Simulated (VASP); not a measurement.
# LiH in VASP: a series of runs

LiH is run at these levels: r2SCAN; tasks: single point.

All numbers are computed with VASP 6.6.1; they aren't measurements. Logs are shortened: lines on timing, memory, paths and dates and some standing lists are left out, and cuts for length are marked.

### Step 1. The cell of the first run

Symmetry: Fm-3m, No. 225, cubic system. The conventional cell has a = 4.025 Å, b = 4.025 Å, c = 4.025 Å, α = 90.00°, β = 90.00°, γ = 90.00°. Li (site symmetry m-3m) has 6 H at 2.01 Å within 2.7 Å. H (site symmetry m-3m) has 6 Li at 2.01 Å within 2.7 Å.

### Step 2. Single point, r2SCAN

The input, POSCAR:

```
LiH
1.0
    0.0000000000      2.0123389126      2.0123389126
    2.0123389126      0.0000000000      2.0123389126
    2.0123389126      2.0123389126      0.0000000000
Li H
1 1
Direct
    0.0000000000      0.0000000000      0.0000000000
    0.5000000000      0.5000000000      0.5000000000
```

The input, INCAR.step1:

```
SYSTEM = LiH
ALGO = Normal ; EDIFF = 1E-5
ENCUT = 830 ; GGA = PE
GGA_COMPAT = .FALSE. ; ISMEAR = 0
LASPH = .TRUE. ; LCHARG = .FALSE.
LREAL = .FALSE. ; LWAVE = .TRUE.
NBANDS = 9 ; NELM = 120
PREC = Accurate ; SIGMA = 0.01
```

The input, INCAR.step2:

```
SYSTEM = LiH
ALGO = Normal ; EDIFF = 1E-6
ENCUT = 830 ; GGA_COMPAT = .FALSE.
ISIF = 2 ; ISMEAR = 0
ISTART = 1 ; LASPH = .TRUE.
LCHARG = .FALSE. ; LMIXTAU = .TRUE.
LREAL = .FALSE. ; LWAVE = .FALSE.
METAGGA = R2SCAN ; NBANDS = 9
NELM = 120 ; PREC = Accurate
SIGMA = 0.01
```

The input, KPOINTS:

```
k-points
0
G
  10 10 10
  0 0 0
```

Potentials or basis: VASP PAW PBE potentials, release 64 (Li_sv, H).

Command:

```bash
$ cat potpaw_PBE.64/Li_sv/POTCAR potpaw_PBE.64/H/POTCAR > POTCAR
$ cp INCAR.step1 INCAR
$ mpirun -np 1 vasp_std > vasp.out
$ cp INCAR.step2 INCAR
$ mpirun -np 1 vasp_std > vasp.out
```

OUTCAR:

```text
SYSTEM = LiH
   EDIFF = 1E-6
   ENCUT = 830
   ISIF = 2
   ISMEAR = 0
   ISTART = 1
   LASPH = .TRUE.
   LREAL = .FALSE.
   METAGGA = R2SCAN
   NELM = 120
   PREC = Accurate

 ion  position               nearest neighbor table
   1  0.000  0.000  0.000-
   2  0.500  0.500  0.500-

  LATTYP: Found a face centered cubic cell.
 ALAT       =     4.0246778252

  Lattice vectors:

 A1 = (   0.0000000000,   2.0123389126,   2.0123389126)
 A2 = (   2.0123389126,   0.0000000000,   2.0123389126)
 A3 = (   2.0123389126,   2.0123389126,   0.0000000000)

Analysis of symmetry for initial positions (statically):
=====================================================================
 Subroutine PRICEL returns:
 Original cell was already a primitive cell.

 Routine SETGRP: Setting up the symmetry group for a
 face centered cubic supercell.

 Subroutine GETGRP returns: Found 48 space group operations
 (whereof 48 operations were pure point group operations)
 out of a pool of 48 trial point group operations.

The static configuration has the point symmetry O_h .

Analysis of symmetry for dynamics (positions and initial velocities):
=====================================================================
 Subroutine PRICEL returns:
 Original cell was already a primitive cell.

 Routine SETGRP: Setting up the symmetry group for a
 face centered cubic supercell.

 Subroutine GETGRP returns: Found 48 space group operations
 (whereof 48 operations were pure point group operations)
 out of a pool of 48 trial point group operations.

The dynamic configuration has the point symmetry O_h .

 Subroutine INISYM returns: Found 48 space group operations
 (whereof 48 operations are pure point group operations),
 and found     1 'primitive' translations

----------------------------------------------------------------------------------------

                                     Primitive cell

  volume of cell :      16.2980

  direct lattice vectors                    reciprocal lattice vectors
     0.000000000  2.012338913  2.012338913    -0.248467093  0.248467093  0.248467093
     2.012338913  0.000000000  2.012338913     0.248467093 -0.248467093  0.248467093
     2.012338913  2.012338913  0.000000000     0.248467093  0.248467093 -0.248467093

  length of vectors
     2.845876982  2.845876982  2.845876982     0.430357629  0.430357629  0.430357629

  position of ions in fractional coordinates (direct lattice)
     0.000000000  0.000000000  0.000000000
     0.500000000  0.500000000  0.500000000

  ion indices of the primitive-cell ions
   primitive index   ion index
                 1           1
                 2           2

----------------------------------------------------------------------------------------

 KPOINTS: k-points

Automatic generation of k-mesh.
 Grid dimensions read from file:
 generate k-points for:   10   10   10

 Generating k-lattice:

  Cartesian coordinates                     Fractional coordinates (reciprocal lattice)
    -0.024846709  0.024846709  0.024846709     0.100000000  0.000000000  0.000000000
     0.024846709 -0.024846709  0.024846709     0.000000000  0.100000000  0.000000000
     0.024846709  0.024846709 -0.024846709     0.000000000  0.000000000  0.100000000

  Length of vectors
     0.043035763  0.043035763  0.043035763

  Shift w.r.t. Gamma in fractional coordinates (k-lattice)
     0.000000000  0.000000000  0.000000000

 Subroutine IBZKPT returns following result:
 ===========================================

 Found     47 irreducible k-points:

 Following reciprocal coordinates:
            Coordinates               Weight
  0.000000  0.000000  0.000000      1.000000
  0.100000  0.000000  0.000000      8.000000
  0.200000  0.000000  0.000000      8.000000
  0.300000  0.000000  0.000000      8.000000
  0.400000  0.000000  0.000000      8.000000
  0.500000  0.000000  0.000000      4.000000
[... 16 lines left out ...]
  0.300000  0.300000  0.000000      6.000000
  0.400000  0.300000  0.000000     24.000000
 [... further k-points ...]
   k-points           NKPTS =     47   k-points in BZ     NKDIM =     47   number of bands    NBANDS=      9
   number of dos      NEDOS =    301   number of ions     NIONS =      2
   total plane-waves  NPLWV =  21952
   dimension x,y,z NGX =    28 NGY =   28 NGZ =   28
   dimension x,y,z NGXF=    56 NGYF=   56 NGZF=   56
   ions per type =               1   1
   NGX,Y,Z   is equivalent  to a cutoff of  16.36, 16.36, 16.36 a.u.
   NGXF,Y,Z  is equivalent  to a cutoff of  32.71, 32.71, 32.71 a.u.
 SYSTEM =  LiH
   PREC   = accura    normal or accurate (medium, high low for compatibility)
   ISTART =      1    job   : 0-new  1-cont  2-samecut
   ICHARG =      0    charge: 1-file 2-atom 10-const
   ISPIN  =      1    spin polarized calculation?
   LNONCOLLINEAR =      F non collinear calculations
   LSORBIT =      F    spin-orbit coupling
   LASPH  =      T    aspherical Exc in radial PAW
   ENCUT  =  830.0 eV  61.00 Ry    7.81 a.u.   6.69  6.69  6.69*2*pi/ulx,y,z
   NELM   =    120;   NELMIN=  2; NELMDL=  0     # of ELM steps
   EDIFF  = 0.1E-05   stopping-criterion for ELM
   LREAL  =      F    real-space projection
   EDIFFG = 0.1E-04   stopping-criterion for IOM
   NSW    =      0    number of steps for IOM
   IBRION =     -1    ionic relax: 0-MD 1-quasi-New 2-CG
   NFREE  =      0    steps in history (QN), initial steepest desc. (CG)
   ISIF   =      2    stress and relaxation
   ISYM   =      2    0-nonsym 1-usesym 2-fastsym
   POTIM  = 0.5000    time-step for ionic-motion
   TEBEG  =    0.0;   TEEND  =   0.0 temperature during run
   PSTRESS=    0.0 pullay stress
   NELECT =       4.0000    total number of electrons
   NUPDOWN=      -1.0000    fix difference up-down
   EMIN   =  10.00;   EMAX   =-10.00  energy-range for DOS
   EFERMI =   0.00;   METHOD = LEGACY
   ISMEAR =     0;   SIGMA  =   0.01  broadening in eV -4-tet -1-fermi 0-gaus
   EFERMI_NEDOS =   21; number of points for ismear=-14 and -15
   IALGO  =     38    algorithm
   IMIX   =      4    mixing-type and parameters
     AMIX     =   0.40;   BMIX     =  1.00
     AMIX_MAG =   1.60;   BMIX_MAG =  1.00
  volume/ion in A,a.u.               =       8.15        54.99
  Fermi-wavevector in a.u.,A,eV,Ry     =   1.024984  1.936939 14.294171  1.050592
  Thomas-Fermi vector in A             =   2.158800
   LORBIT       =      0    0 simple, 1 ext, 2 COOP (PROOUT), +10 PAW based schemes
   METAGGA = R2SCAN    functional components
   LHFCALC =     F    Hartree Fock is set to
   AEXX    =    0.0000 exact exchange contribution
   IVDW    =     0    specifies the selected vdW correction
   LEPSILON=     F    determine dielectric tensor
   LRPA    =     F    only Hartree local field effects (RPA)
 non-spin polarized calculation
 Gauss-broadening in eV      SIGMA  =   0.01
  energy-cutoff  :      830.00
  volume of cell :       16.30
 maximum number of plane-waves:       903
   NGX = 13   NGY = 13   NGZ = 13

 number of electron       4.0000000 magnetization

 Free energy of the ion-electron system (eV)
  ---------------------------------------------------
  ext. energy  EPLUGINS =         0.00000000
  ---------------------------------------------------
  free energy    TOTEN  =        -6.81860976 eV

  energy without entropy =       -6.81860976  energy(sigma->0) =       -6.81860976

 E-fermi :   0.0530     XC(G=0):  -8.7862

 val. band max:       -0.2458599555   @ k =   0.5000   0.5000   0.0000
 cond. band min:       3.3363015634   @ k =   0.5000   0.5000   0.0000
 fundamental gap:      3.5821615189
 Fermi energy:         0.0529840814

 k-point     1 :       0.0000    0.0000    0.0000
  band No.  band energies     occupation
      1     -45.9786      2.00000
      2      -5.6563      2.00000
      3      17.2027      0.00000
      4      18.9959      0.00000
      5      18.9959      0.00000
      6      18.9960      0.00000
      7      23.4222      0.00000
      8      23.4222      0.00000
      9      23.4222      0.00000

 k-point     2 :       0.1000    0.0000    0.0000
  band No.  band energies     occupation
      1     -45.9746      2.00000
      2      -5.4766      2.00000
      3      15.4813      0.00000
      4      17.9820      0.00000
      5      18.5532      0.00000
      6      18.5532      0.00000
      7      23.1864      0.00000
      8      24.3879      0.00000
      9      24.3879      0.00000

 k-point     3 :       0.2000    0.0000    0.0000
  band No.  band energies     occupation
      1     -45.9639      2.00000
      2      -4.9521      2.00000
      3      12.0013      0.00000
      4      16.6570      0.00000
      5      17.8813      0.00000
      6      17.8813      0.00000
      7      24.1654      0.00000
      8      24.1654      0.00000
      9      24.2156      0.00000

 k-point     4 :       0.3000    0.0000    0.0000
  band No.  band energies     occupation
      1     -45.9507      2.00000
      2      -4.1495      2.00000
      3       8.7381      0.00000
      4      15.5471      0.00000
      5      17.5228      0.00000
      6      17.5228      0.00000
      7      21.8829      0.00000
      8      21.8830      0.00000
      9      25.8929      0.00000
[... 205 lines left out ...]
 k-point    22 :      -0.2000    0.2000    0.0000
  band No.  band energies     occupation
      1     -45.9463      2.00000
      2      -3.8062      2.00000
      3      10.1070      0.00000
      4      10.2043      0.00000
      5      17.1686      0.00000
      6      18.1341      0.00000
      7      22.5037      0.00000
      8      25.2230      0.00000
      9      26.5070      0.00000

 k-point    23 :       0.3000    0.3000    0.0000
  band No.  band energies     occupation
      1     -45.9420      2.00000
      2      -3.3905      2.00000
      3       9.0090      0.00000
      4      12.9139      0.00000
      5      12.9139      0.00000
      6      16.2432      0.00000
      7      18.8828      0.00000
      8      29.6586      0.00000
      9      32.7130      0.00000

 k-point    24 :       0.4000    0.3000    0.0000
  band No.  band energies     occupation
      1     -45.9338      2.00000
      2      -2.4935      2.00000
      3       7.0581      0.00000
      4      11.0865      0.00000
      5      12.4533      0.00000
      6      17.1154      0.00000
      7      18.9151      0.00000
      8      30.7352      0.00000
      9      31.4073      0.00000

 [... further k-points ...]
[... 5 lines left out ...]
  --------------------------------------------------------------------------------------
  -------------------------------------------------------------------------------------
  Total       -0.0383206     -0.0383206     -0.0383206      0.0000000     -0.0000000     -0.0000000
  in kB       -3.7671209     -3.7671209     -3.7671209      0.0000000     -0.0000000     -0.0000000
  external PRESSURE =      -3.7671209 kB  Pullay stress =       0.0000000 kB

 VOLUME and BASIS-vectors are now :
 -----------------------------------------------------------------------------
  energy-cutoff  :      830.00
  volume of cell :       16.30
      direct lattice vectors                 reciprocal lattice vectors
     0.000000000  2.012338913  2.012338913    -0.248467093  0.248467093  0.248467093
     2.012338913  0.000000000  2.012338913     0.248467093 -0.248467093  0.248467093
     2.012338913  2.012338913  0.000000000     0.248467093  0.248467093 -0.248467093

 POSITION                                       TOTAL-FORCE (eV/Angst)
 -----------------------------------------------------------------------------------
      0.00000      0.00000      0.00000        -0.000000      0.000000     -0.000000
      2.01234      2.01234      2.01234         0.000000      0.000000      0.000000
 -----------------------------------------------------------------------------------
    total drift:                                0.000000      0.000000      0.000000

  FREE ENERGIE OF THE ION-ELECTRON SYSTEM (eV)
  ---------------------------------------------------
  free  energy   TOTEN  =        -6.8186097607 eV

  energy  without entropy=       -6.8186097607  energy(sigma->0) =       -6.81860976
```

Run time: 23 s. Hardware: 1 thread of Intel Xeon 6975P-C (Granite Rapids), shared host; peak memory 0.15 GiB.

Results:

- Free energy: -6.8186 eV
- Pressure: -0.4 GPa
- Band gap on the k mesh: 3.58 eV

Caveat: the PAW data sets were made with another functional, which shifts forces and pressure a little.

(Part 1 of 2 ends here.)
